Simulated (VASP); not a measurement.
# Ba4NbIr3O12 (R-3m) in VASP: single point with PBE+U

Aim: the single point of Ba4NbIr3O12 with PBE+U.

Everything below comes from runs of VASP 6.6.1. Logs are shortened: lines on timing, memory, paths and dates and some standing lists are left out, and cuts for length are marked.

### 1 The cell of the first run

The structure is trigonal, space group R-3m (No. 166). Conventional cell: a = 5.760 Å, b = 5.760 Å, c = 28.690 Å, α = 90.00°, β = 90.00°, γ = 120.00°. Within 3.7 Å of Ba (site symmetry 3m) lie 12 O at 2.76 to 3.01 Å and 4 Ir at 3.44 to 3.63 Å and 3 Nb at 3.60 Å. Within 3.8 Å of Ba (site symmetry 3m) lie 12 O at 2.89 to 3.06 Å and 6 Ir at 3.49 to 3.63 Å and 1 Nb at 3.71 Å. Within 2.6 Å of Nb (site symmetry -3m) lie 6 O at 1.99 Å. Ir (site symmetry 3m) has 6 O at 2.04 to 2.05 Å and 1 Ir at 2.52 Å within 2.7 Å. Within 2.7 Å of Ir (site symmetry -3m) lie 6 O at 2.04 Å and 2 Ir at 2.52 Å. O (site symmetry m) has 1 Nb at 1.99 Å and 1 Ir at 2.04 Å within 2.6 Å. O (site symmetry m) has 2 Ir at 2.04 to 2.05 Å and 4 Ba at 2.76 to 2.89 Å and 8 O at 2.79 to 2.98 Å within 3.0 Å.

### 2 Single point, PBE+U, collinear spin

Contents of INCAR:

```
SYSTEM = Ba4NbIr3O12
ALGO = Normal ; EDIFF = 1E-6
ENCUT = 600 ; GGA = PE
GGA_COMPAT = .False. ; ISIF = 2
ISMEAR = 0 ; ISPIN = 2
KPAR = 4 ; LASPH = .True.
LCHARG = .True. ; LDAU = .True.
LDAUJ = 0 0 0 0 ; LDAUL = -1 -1 2 -1
LDAUPRINT = 1 ; LDAUTYPE = 2
LDAUU = 0 0 2 0 ; LMAXMIX = 4
LORBIT = 11 ; LREAL = .False.
LVHAR = .True. ; LWAVE = .False.
MAGMOM = 0 0 0 0 0.05 0.05 0.05 0.05 0 0 0 0 0 0 0 0 0 0 0 0 ; NBANDS = 96
NELM = 200 ; PREC = Accurate
SIGMA = 0.05
```

Contents of KPOINTS:

```
k-points
0
Gamma
  4 4 4
  0 0 0
```

Contents of POSCAR:

```
Ba4NbIr3O12
1.0
    2.8798562621      1.6626857882      9.5634334080
   -2.8798562621      1.6626857882      9.5634334080
    0.0000000000     -3.3253715763      9.5634334080
Ba Nb Ir O
4 1 3 12
Direct
    0.2856377953      0.2856377953      0.2856377953
    0.7143622047      0.7143622047      0.7143622047
    0.1293187287      0.1293187287      0.1293187287
    0.8706812713      0.8706812713      0.8706812713
    1.0000000000      0.0000000000      0.0000000000
    0.5877133971      0.5877133971      0.5877133971
    0.5000000000      0.5000000000      0.5000000000
    0.4122866029      0.4122866029      0.4122866029
    0.2886772424      0.7967384934      0.7967384934
    0.7967384934      0.7967384934      0.2886772424
    0.7967384934      0.2886772424      0.7967384934
    0.2032615066      0.7113227576      0.2032615066
    0.7113227576      0.2032615066      0.2032615066
    0.2032615066      0.2032615066      0.7113227576
    0.1330610805      0.6180297408      0.6180297408
    0.6180297408      0.6180297408      0.1330610805
    0.3819702592      0.3819702592      0.8669389195
    0.8669389195      0.3819702592      0.3819702592
    0.3819702592      0.8669389195      0.3819702592
    0.6180297408      0.1330610805      0.6180297408
```

Potentials or basis: VASP PAW PBE potentials, release 64 (Ba_sv, Nb_sv, Ir, O).

Launch:

```bash
cat potpaw_PBE.64/Ba_sv/POTCAR potpaw_PBE.64/Nb_sv/POTCAR potpaw_PBE.64/Ir/POTCAR potpaw_PBE.64/O/POTCAR > POTCAR
mpirun -np 4 vasp_std > vasp.out
```

OUTCAR:

```text
SYSTEM = Ba4NbIr3O12
   EDIFF = 1E-6
   ENCUT = 600
   GGA = PE
   ISIF = 2
   ISMEAR = 0
   ISPIN = 2
   LASPH = .True.
   LORBIT = 11
   LREAL = .False.
   NELM = 200
   PREC = Accurate

 ion  position               nearest neighbor table
   1  0.286  0.286  0.286-  18 2.76  19 2.76  17 2.76  10 2.89  10 2.89  11 2.89   9 2.89  11 2.89
                             9 2.89  14 3.01  12 3.01  13 3.01   6 3.44   6 3.44   6 3.44   5 3.60
   2  0.714  0.714  0.714-  15 2.76  20 2.76  16 2.76  14 2.89  14 2.89  12 2.89  13 2.89  12 2.89
                            13 2.89  10 3.01  11 3.01   9 3.01   8 3.44   8 3.44   8 3.44   5 3.60
   3  0.129  0.129  0.129-  16 2.89  16 2.89  15 2.89  20 2.89  15 2.89  20 2.89  18 2.89  19 2.89
                            17 2.89  14 3.06  12 3.06  13 3.06   7 3.49   7 3.49   7 3.49   8 3.63
   4  0.871  0.871  0.871-  17 2.89  17 2.89  18 2.89  19 2.89  19 2.89  18 2.89  15 2.89  20 2.89
                            16 2.89  10 3.06  11 3.06   9 3.06   7 3.49   7 3.49   7 3.49   6 3.63
   5  0.000  0.000  0.000-   9 1.99  11 1.99  12 1.99  13 1.99  10 1.99  14 1.99   2 3.60   2 3.60
                             1 3.60   1 3.60   2 3.60   1 3.60   4 3.71   3 3.71
   6  0.588  0.588  0.588-   9 2.04  11 2.04  10 2.04  18 2.05  19 2.05  17 2.05   7 2.52   1 3.44
                             1 3.44   1 3.44   4 3.63   4 3.63   4 3.63   2 3.63
   7  0.500  0.500  0.500-  15 2.04  18 2.04  19 2.04  20 2.04  17 2.04  16 2.04   6 2.52   8 2.52
                             3 3.49   3 3.49   4 3.49   4 3.49   3 3.49   4 3.49
   8  0.412  0.412  0.412-  12 2.04  13 2.04  14 2.04  15 2.05  20 2.05  16 2.05   7 2.52   2 3.44
                             2 3.44   2 3.44   3 3.63   3 3.63   3 3.63   1 3.63
   9  0.289  0.797  0.797-   5 1.99   6 2.04   1 2.89   1 2.89   2 3.01   4 3.06
  10  0.797  0.797  0.289-   5 1.99   6 2.04   1 2.89   1 2.89   2 3.01   4 3.06
  11  0.797  0.289  0.797-   5 1.99   6 2.04   1 2.89   1 2.89   2 3.01   4 3.06
  12  0.203  0.711  0.203-   5 1.99   8 2.04   2 2.89   2 2.89   1 3.01   3 3.06
  13  0.711  0.203  0.203-   5 1.99   8 2.04   2 2.89   2 2.89   1 3.01   3 3.06
  14  0.203  0.203  0.711-   5 1.99   8 2.04   2 2.89   2 2.89   1 3.01   3 3.06
  15  0.133  0.618  0.618-   7 2.04   8 2.05   2 2.76   3 2.89   3 2.89   4 2.89
  16  0.618  0.618  0.133-   7 2.04   8 2.05   2 2.76   3 2.89   3 2.89   4 2.89
  17  0.382  0.382  0.867-   7 2.04   6 2.05   1 2.76   4 2.89   4 2.89   3 2.89
  18  0.867  0.382  0.382-   7 2.04   6 2.05   1 2.76   4 2.89   4 2.89   3 2.89
  19  0.382  0.867  0.382-   7 2.04   6 2.05   1 2.76   4 2.89   4 2.89   3 2.89
  20  0.618  0.133  0.618-   7 2.04   8 2.05   2 2.76   3 2.89   3 2.89   4 2.89

  LATTYP: Found a trigonal (rhomboedric) cell.
 ALAT       =    10.1250854154
 COS(alpha) =     0.8382015978

  Lattice vectors:

 A1 = (   2.8798562621,   1.6626857882,   9.5634334080)
 A2 = (  -2.8798562621,   1.6626857882,   9.5634334080)
 A3 = (   0.0000000000,  -3.3253715763,   9.5634334080)

Analysis of symmetry for initial positions (statically):
=====================================================================
 Subroutine PRICEL returns:
 Original cell was already a primitive cell.

 Routine SETGRP: Setting up the symmetry group for a
 trigonal (rhombohedral) supercell.

 Subroutine GETGRP returns: Found 12 space group operations
 (whereof 12 operations were pure point group operations)
 out of a pool of 12 trial point group operations.

The static configuration has the point symmetry D_3d.

Analysis of symmetry for dynamics (positions and initial velocities):
=====================================================================
 Subroutine PRICEL returns:
 Original cell was already a primitive cell.

 Routine SETGRP: Setting up the symmetry group for a
 trigonal (rhombohedral) supercell.

 Subroutine GETGRP returns: Found 12 space group operations
 (whereof 12 operations were pure point group operations)
 out of a pool of 12 trial point group operations.

The dynamic configuration has the point symmetry D_3d.

Analysis of structural, dynamic, and magnetic symmetry:
=====================================================================
 Subroutine PRICEL returns:
 Original cell was already a primitive cell.

 Routine SETGRP: Setting up the symmetry group for a
 trigonal (rhombohedral) supercell.

[... 160 lines left out ...]
   IVDW    =     0    specifies the selected vdW correction
   LEPSILON=     F    determine dielectric tensor
   LRPA    =     F    only Hartree local field effects (RPA)
 spin polarized calculation
 Gauss-broadening in eV      SIGMA  =   0.05
  energy-cutoff  :      600.00
  volume of cell :      274.76
 maximum number of plane-waves:      9200
 NGX is ok and might be reduce to    84
   NGX = 41   NGY = 41   NGZ = 41

 number of electron     151.9999990 magnetization      -0.0000786

atom =   6  type =  3  l = 2

 onsite density matrix

spin component  1
[... 83 lines left out ...]
  o =  0.4694  v = -0.6080  0.0000 -0.0000  0.7939  0.0000  0.0000  0.0000  0.0000  0.0000  0.0000      0.0000  0.0000  0.0000  0.0000  0.0000  0.0000  0.0000  0.0000  0.0000  0.0000
  o =  0.4694  v =  0.0000 -0.7939 -0.0000  0.0000  0.6080  0.0000  0.0000  0.0000  0.0000  0.0000      0.0000  0.0000  0.0000  0.0000  0.0000  0.0000  0.0000  0.0000  0.0000  0.0000
  o =  0.4694  v =  0.0000  0.0000  0.0000  0.0000  0.0000 -0.6080  0.0000 -0.0000  0.7939  0.0000      0.0000  0.0000  0.0000  0.0000  0.0000  0.0000  0.0000  0.0000  0.0000  0.0000
  o =  0.4694  v =  0.0000  0.0000  0.0000  0.0000  0.0000  0.0000 -0.7939 -0.0000 -0.0000  0.6080      0.0000  0.0000  0.0000  0.0000  0.0000  0.0000  0.0000  0.0000  0.0000  0.0000
  o =  0.7528  v =  0.0000  0.0000 -1.0000 -0.0000  0.0000  0.0000  0.0000  0.0000  0.0000  0.0000      0.0000  0.0000  0.0000  0.0000  0.0000  0.0000  0.0000  0.0000  0.0000  0.0000
  o =  0.7528  v =  0.0000  0.0000  0.0000  0.0000  0.0000  0.0000  0.0000 -1.0000 -0.0000  0.0000      0.0000  0.0000  0.0000  0.0000  0.0000  0.0000  0.0000  0.0000  0.0000  0.0000
  o =  0.9339  v = -0.7939  0.0000  0.0000 -0.6080 -0.0000  0.0000  0.0000  0.0000  0.0000  0.0000      0.0000  0.0000  0.0000  0.0000  0.0000  0.0000  0.0000  0.0000  0.0000  0.0000
  o =  0.9339  v =  0.0000  0.6080  0.0000 -0.0000  0.7939  0.0000  0.0000  0.0000  0.0000  0.0000      0.0000  0.0000  0.0000  0.0000  0.0000  0.0000  0.0000  0.0000  0.0000  0.0000
  o =  0.9339  v =  0.0000  0.0000  0.0000  0.0000  0.0000 -0.7939  0.0000  0.0000 -0.6080 -0.0000      0.0000  0.0000  0.0000  0.0000  0.0000  0.0000  0.0000  0.0000  0.0000  0.0000
  o =  0.9339  v =  0.0000  0.0000  0.0000  0.0000  0.0000  0.0000  0.6080  0.0000  0.0000  0.7939      0.0000  0.0000  0.0000  0.0000  0.0000  0.0000  0.0000  0.0000  0.0000  0.0000

 number of electron     151.9999990 magnetization       0.0000037

 Free energy of the ion-electron system (eV)
  ---------------------------------------------------
  ext. energy  EPLUGINS =         0.00000000
  ---------------------------------------------------
  free energy    TOTEN  =      -138.43250508 eV

  energy without entropy =     -138.43249644  energy(sigma->0) =     -138.43250076

 E-fermi :   5.0761     XC(G=0): -11.1593

 val. band max:        4.9566888411   @ k =   0.5000   0.5000  -0.0000
 cond. band min:       5.1841476428   @ k =   0.0000   0.0000   0.0000
 fundamental gap:      0.2274588016
 Fermi energy:         5.0760746623

 spin component 1

 k-point     1 :       0.0000    0.0000    0.0000
  band No.  band energies     occupation
      1     -51.1461      1.00000
      2     -27.3406      1.00000
      3     -27.3195      1.00000
      4     -27.3195      1.00000
      5     -21.6929      1.00000
      6     -21.5643      1.00000
[... 1172 lines left out ...]
     87       9.0685      0.00000
     88       9.0685      0.00000
 Fermi energy:         5.0760746623

 spin component 2

 k-point     1 :       0.0000    0.0000    0.0000
  band No.  band energies     occupation
      1     -51.1461      1.00000
      2     -27.3406      1.00000
      3     -27.3195      1.00000
      4     -27.3195      1.00000
      5     -21.6929      1.00000
      6     -21.5643      1.00000
[... 1172 lines left out ...]
     87       9.0685      0.00000
     88       9.0685      0.00000
 [bands above 88 left out]

------------------------ aborting loop because EDIFF is reached ----------------------------------------

  FORCE on cell =-STRESS in cart. coord.  units (eV):
  Direction    XX          YY          ZZ          XY          YZ          ZX
  --------------------------------------------------------------------------------------
  -------------------------------------------------------------------------------------
  Total        8.8846623      8.8846623      7.0115480      0.0000000      0.0000000      0.0000000
  in kB       51.8090255     51.8090255     40.8863564      0.0000000      0.0000000      0.0000000
  external PRESSURE =      48.1681358 kB  Pullay stress =       0.0000000 kB

 VOLUME and BASIS-vectors are now :
 -----------------------------------------------------------------------------
  energy-cutoff  :      600.00
  volume of cell :      274.76
      direct lattice vectors                 reciprocal lattice vectors
     2.879856262  1.662685788  9.563433408     0.173619776  0.100239425  0.034854986
    -2.879856262  1.662685788  9.563433408    -0.173619776  0.100239425  0.034854986
     0.000000000 -3.325371576  9.563433408     0.000000000 -0.200478849  0.034854986

 POSITION                                       TOTAL-FORCE (eV/Angst)
 -----------------------------------------------------------------------------------
      0.00000      0.00000      8.19503        -0.000000      0.000000      0.065072
      0.00000      0.00000     20.49527        -0.000000     -0.000000     -0.065072
      0.00000      0.00000      3.71019        -0.000000     -0.000000     -0.011748
      0.00000      0.00000     24.98011        -0.000000      0.000000      0.011748
      0.00000      0.00000      0.00000        -0.000000     -0.000000     -0.000000
      0.00000      0.00000     16.86167        -0.000000     -0.000000     -0.099125
[... 12 lines left out ...]
     -1.39664      0.80635     15.59681        -0.025752      0.014868     -0.018511
      1.39664     -0.80635     13.09349         0.025752     -0.014868      0.018511
 -----------------------------------------------------------------------------------
    total drift:                               -0.000000     -0.000000      0.000000

  FREE ENERGIE OF THE ION-ELECTRON SYSTEM (eV)
  ---------------------------------------------------
  free  energy   TOTEN  =      -138.4325050781 eV

  energy  without entropy=     -138.4324964398  energy(sigma->0) =     -138.43250076

 total charge

# of ion       s       p       d       tot
------------------------------------------
    1        2.000   5.640   0.278   7.918
    2        2.000   5.640   0.278   7.918
    3        2.000   5.635   0.256   7.891
    4        2.000   5.635   0.256   7.891
    5        2.195   6.133   2.078  10.406
    6        0.589   0.785   7.053   8.428
[... 12 lines left out ...]
   19        1.564   3.414   0.000   4.978
   20        1.564   3.414   0.000   4.978
--------------------------------------------------
tot         30.709  72.442  24.320 127.471

 magnetization (x)

# of ion       s       p       d       tot
------------------------------------------
    1       -0.000  -0.000  -0.000  -0.000
    2       -0.000  -0.000  -0.000  -0.000
    3       -0.000  -0.000   0.000  -0.000
    4       -0.000  -0.000   0.000  -0.000
    5       -0.000   0.000  -0.000   0.000
    6       -0.000  -0.000  -0.000  -0.000
[... 12 lines left out ...]
   19       -0.000  -0.000   0.000  -0.000
   20       -0.000  -0.000   0.000  -0.000
--------------------------------------------------
tot         -0.000   0.000  -0.000  -0.000
```

Run time: 31 min. Hardware: 4 MPI ranks of Intel Xeon Platinum 8375C at 2.90GHz (Ice Lake), shared host; peak memory 2 GiB.

What came out:

| Property | Result |
| --- | --- |
| Free energy | -138.4325 eV |
| Pressure | 4.8 GPa |
| Largest force | 0.099 eV/Å |
| Band gap on the k mesh | 0.23 eV (least direct gap 0.67 eV) |
| Net moment | 0.00 μB per cell |
| Valence electrons inside the program's atomic spheres | Ba 7.92, 7.89 (each value once); Nb 10.41; Ir 8.43, 8.55 (each value once); O 5.03, 4.98 (each value once) |

Forces on the atoms (eV/Å):
```
Ba   0.000  0.000  0.065
Ba   0.000  0.000 -0.065
Ba   0.000  0.000 -0.012
Ba   0.000  0.000  0.012
Nb   0.000  0.000  0.000
Ir   0.000  0.000 -0.099
Ir   0.000  0.000  0.000
Ir   0.000  0.000  0.099
O   -0.027 -0.016  0.000
O    0.000  0.031  0.000
O    0.027 -0.016  0.000
O   -0.027  0.016  0.000
O    0.027  0.016  0.000
O    0.000 -0.031  0.000
O   -0.026 -0.015  0.019
O    0.000  0.030  0.019
O    0.000 -0.030 -0.019
O    0.026  0.015 -0.019
O   -0.026  0.015 -0.019
O    0.026 -0.015  0.019
```

Eigenvalues of the final occupation matrices:
```tsv
site	spin	trace	eigenvalues
site 6 d	1	3.56	0.47 0.47 0.75 0.93 0.93
site 6 d	2	3.56	0.47 0.47 0.75 0.93 0.93
site 7 d	1	3.57	0.51 0.51 0.64 0.95 0.95
site 7 d	2	3.57	0.51 0.51 0.64 0.95 0.95
site 8 d	1	3.56	0.47 0.47 0.75 0.93 0.93
site 8 d	2	3.56	0.47 0.47 0.75 0.93 0.93
```

Caveat: the cell stands under pressure; spin-orbit coupling is left out, which moves the levels of the heavy elements. A k mesh can miss the band edges.
